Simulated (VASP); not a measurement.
Write the native input for VASP 6.6.1 that does the following.

```
Task                   : single point
Functional             : PBE
Potentials or basis    : VASP PAW PBE potentials, release 64 (In_d, P)
Cutoff                 : 520 eV
k mesh                 : 6 × 5 × 6
Occupations            : fermi-dirac, width 0.02 eV
Spin                   : no spin polarisation
Dipole correction      : no
Further INCAR settings : ALGO = Normal; EDIFF = 1e-06; NBANDS = 26
```

The structure of InP (zincblende type) lies in POSCAR:

```
InP
1.0
   -2.9797366534      2.9797366534      0.0000000000
    0.0000000000      0.0000000000      5.9594733068
    2.9797366534      2.9797366534      0.0000000000
In P
2 2
Direct
    0.0000000000      0.0000000000      0.0000000000
    0.5000000000      0.5000000000      0.5000000000
    0.0000000000      0.2500000000      0.5000000000
    0.5000000000      0.7500000000      0.0000000000
```

These files were run (other wordings do the same):

INCAR

```
ALGO = Normal
EDIFF = 1E-6
ENCUT = 520
GGA = PE
ISIF = 2
ISMEAR = -1
LASPH = True
LCHARG = True
LELF = True
LREAL = False
LVHAR = True
LWAVE = False
NBANDS = 26
NELM = 100
PREC = Accurate
SIGMA = 0.02
```

KPOINTS

```
k-points
0
Gamma
  6 5 6
```

Potentials or basis: VASP PAW PBE potentials, release 64 (In_d, P).

Command:

```console
$ cat potpaw_PBE.64/In_d/POTCAR potpaw_PBE.64/P/POTCAR > POTCAR
$ mpirun -np 1 vasp_std > vasp.out
```

Results of the run:

```
Pressure               : -0.1 GPa
Band gap on the k mesh : 0.44 eV
```

Caveat: spin-orbit coupling is left out, which moves the levels of the heavy elements.

Run time: 2.7 min on 1 thread of Intel Xeon 8259CL, with other jobs on the host, peak memory 0.24 GiB.
